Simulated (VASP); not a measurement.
Input of a VASP 6.6.1 run:

INCAR

```
PREC = Accurate
ENCUT = 520
EDIFF = 1E-7
ISMEAR = -1
SIGMA = 0.02
LREAL = False
LASPH = True
NELM = 100
ALGO = Normal
ISIF = 2
LWAVE = False
LCHARG = True
GGA = PS
LELF = True
LVHAR = True
NBANDS = 16
```

The input KPOINTS:

```
regular mesh
0
Gamma
  6 6 6
```

POSCAR

```
GaAs
1.0
    3.3286687154      0.0000000000      0.0000000000
    0.0000000000      3.3286687154      0.0000000000
    0.0000000000      0.0000000000      3.3286687154
Ga As
1 1
Direct
    0.0000000000      0.0000000000      0.0000000000
    0.5000000000      0.5000000000      0.5000000000
```

Potentials or basis: VASP PAW PBE potentials, release 64 (Ga_d, As).

The run is started by

```bash
$ cat potpaw_PBE.64/Ga_d/POTCAR potpaw_PBE.64/As/POTCAR > POTCAR
$ mpirun -np 1 vasp_std > vasp.out
```

(1) What does it give for the band gap on the k mesh?

(2) What does it give for the pressure?

Answers

(1) zero (band 9 reaches 7.42 eV, above the bottom of band 10 at 3.80 eV).

(2) -1.4 GPa.

Caveat: the PAW data sets were made with another functional, which shifts forces and pressure a little.
